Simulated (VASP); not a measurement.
Write the native input for VASP 6.6.1 that does the following.

| Item | Value |
| --- | --- |
| Task | relaxation of cell and atoms |
| Functional | LDA |
| Potentials or basis | VASP PAW LDA potentials, release 64 (Sn_d) |
| Cutoff | 600 eV |
| k mesh | 12 × 12 × 12 |
| Occupations | methfessel-paxton, width 0.1 eV |
| Spin | no spin polarisation |
| Target pressure | 5 GPa |
| Dipole correction | no |
| Further INCAR settings | ALGO = Normal; EDIFF = 1e-06; IBRION = 2; EDIFFG = -0.01; NSW = 80; ISIF = 3 |

The structure of Sn lies in POSCAR:

```
Sn
1.0
   -1.8946520000      1.8946520000      1.8946520000
    1.8946520000     -1.8946520000      1.8946520000
    1.8946520000      1.8946520000     -1.8946520000
Sn
1
Direct
    0.0000000000      0.0000000000      0.0000000000
```

The input as run:

INCAR

```
  PREC = Accurate
  ENCUT = 600
  EDIFF = 1E-6
  ISMEAR = 1
  SIGMA = 0.1
  LREAL = False
  LASPH = True
  NELM = 60
  ALGO = Normal
  ISIF = 3
  LWAVE = False
  LCHARG = False
  GGA = CA
  IBRION = 2
  NSW = 80
  EDIFFG = -0.01
  PSTRESS = 50.0
```

KPOINTS

```
Automatic mesh
0
Gamma
  12 12 12
```

Potentials or basis: VASP PAW LDA potentials, release 64 (Sn_d).

The run is started by

```console
$ cat potpaw_LDA.64/Sn_d/POTCAR > POTCAR
$ mpirun -np 1 vasp_std > vasp.out
```

Results of the run:

* Relaxed volume: 23.62 Å³/atom
* Relaxed cell: a = 3.131 Å, b = 3.131 Å, c = 3.131 Å, α = 109.47°, β = 109.47°, γ = 109.47°
* Space group after relaxing (to 0.05 Å): Im-3m (No. 229)
* Energy change on relaxing (the enthalpy is what falls): +3.9 meV/atom
* Ionic steps: 6
* Pressure after relaxing: 5.1 GPa
* Band gap on the k mesh: zero (band 7 reaches 18.85 eV, above the bottom of band 8 at 6.72 eV)

Caveat: the cell is relaxed towards a set pressure, so the enthalpy falls and the energy may rise; spin-orbit coupling is left out, which moves the levels of the heavy elements.

Run time: 69 s on 1 thread of Intel Xeon 6975P-C, with other jobs on the host, peak memory 0.17 GiB.
